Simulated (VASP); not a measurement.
A run of VASP 6.6.1:

INCAR

```
PREC = Accurate ; ENCUT = 600
EDIFF = 1E-6 ; ISMEAR = 0
SIGMA = 0.1 ; LREAL = F
LASPH = T ; NELM = 100
ALGO = Normal ; ISIF = 3
LWAVE = F ; LCHARG = F
GGA = PS ; IBRION = 2
NSW = 50 ; EDIFFG = -0.003
```

KPOINTS

```
regular mesh
0
Gamma
  14 14 14
```

POSCAR

```
LuH2
1.0
    0.0000000000      2.4889867937      2.4889867937
    2.4889867937      0.0000000000      2.4889867937
    2.4889867937      2.4889867937      0.0000000000
Lu H
1 2
Direct
    0.0000000000      0.0000000000      0.0000000000
    0.2500000000      0.2500000000      0.2500000000
    0.7500000000      0.7500000000      0.7500000000
```

Potentials or basis: VASP PAW PBE potentials, release 64 (Lu, H).

The run is started by

```bash
$ cat potpaw_PBE.64/Lu/POTCAR potpaw_PBE.64/H/POTCAR > POTCAR
$ mpirun -np 1 vasp_std > vasp.out
```

Hardware: 1 thread of Intel(R) Xeon(R) Platinum 8259CL CPU @ 2.50GHz (Skylake/Cascade Lake), with other jobs on the host.

Problem. Estimate the wall time of this run.

Solution. Run time: 3.9 min on 1 thread of Intel(R) Xeon(R) Platinum 8259CL CPU @ 2.50GHz (Skylake/Cascade Lake), on a shared host, peak memory 0.23 GiB. Counts: scf iterations 43, k points 104, ion steps 5.
